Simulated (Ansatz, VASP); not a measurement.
Li3ClO: VASP beside Ansatz

File INCAR:

```
PREC = Accurate
ENCUT = 520
EDIFF = 1E-6
ISMEAR = 0
SIGMA = 0.05
LREAL = F
LASPH = T
NELM = 100
ALGO = Normal
ISIF = 2
LWAVE = F
LCHARG = T
GGA = CA
LELF = T
LVHAR = T
NBANDS = 19
```

KPOINTS

```
regular mesh
0
Gamma
  6 6 6
```

POSCAR

```
Li3ClO
1.0
    3.9083370000      0.0000000000      0.0000000000
    0.0000000000      3.9083370000      0.0000000000
    0.0000000000      0.0000000000      3.9083370000
Li Cl O
3 1 1
Direct
    0.0000000000      0.5000000000      0.5000000000
    0.5000000000      0.0000000000      0.5000000000
    0.5000000000      0.5000000000      0.0000000000
    0.0575692424      0.0000000000      0.0000000000
    0.5000000000      0.5000000000      0.5000000000
```

Input for Ansatz:

```yaml
crystal:
  lattice:
    - [3.908337, 0.0, 0.0]
    - [0.0, 3.908337, 0.0]
    - [0.0, 0.0, 3.908337]
  atoms:
    - { symbol: Li, position: [0.0, 0.5, 0.5] }
    - { symbol: Li, position: [0.5, 0.0, 0.5] }
    - { symbol: Li, position: [0.5, 0.5, 0.0] }
    - { symbol: Cl, position: [0.0575692424, 0.0, 0.0] }
    - { symbol: O, position: [0.5, 0.5, 0.5] }
basis:
  ecutwfc: 420
kpoints:
  mp_grid: { grid: [6, 6, 6] }
hamiltonian:
  xc: lda
scf:
  occupations: { method: gaussian, width: 0.05 }
output:
  forces: true
  stress: true
  eigenvalues: true
```

Change from the starting cell: all Cl atoms moved +0.225 Å, as atom 4 along Cartesian [1 0 0].

Alike in both runs: task single point; functional LDA; k mesh 6 × 6 × 6; occupations gaussian, width 0.05 eV; no spin polarisation.

|  | VASP | Ansatz |
| --- | --- | --- |
| version | VASP 6.6.1 | Ansatz 0.2.0 |
| potentials or method | VASP PAW LDA potentials, release 64 (Li_sv, Cl, O), cutoff 520 eV | scalar-relativistic, plane waves, PAW |
| valence electrons in the cell | 22 | 22 |

VASP gave:

| Item | Value |
| --- | --- |
| gap on the k mesh at the Fermi level (eV) | 4.52 |
| least direct gap on the mesh (eV) | 4.61 |
| rms of the force components (eV/Å) | 0.146 |

Question: What did Ansatz give for the same quantities?

Answer: gap on the k mesh at the Fermi level (eV): 4.51; least direct gap on the mesh (eV): 4.61; rms of the force components (eV/Å): 0.146.

LDA's correlation is that of Perdew and Zunger in VASP and of Perdew and Wang (1992) in Ansatz. Atom by atom the forces differ by 0.001 eV/Å (rms over components).

Noted on VASP's run: the cutoff is under 1.25 times that of the potentials, so the pressure is a little rough.
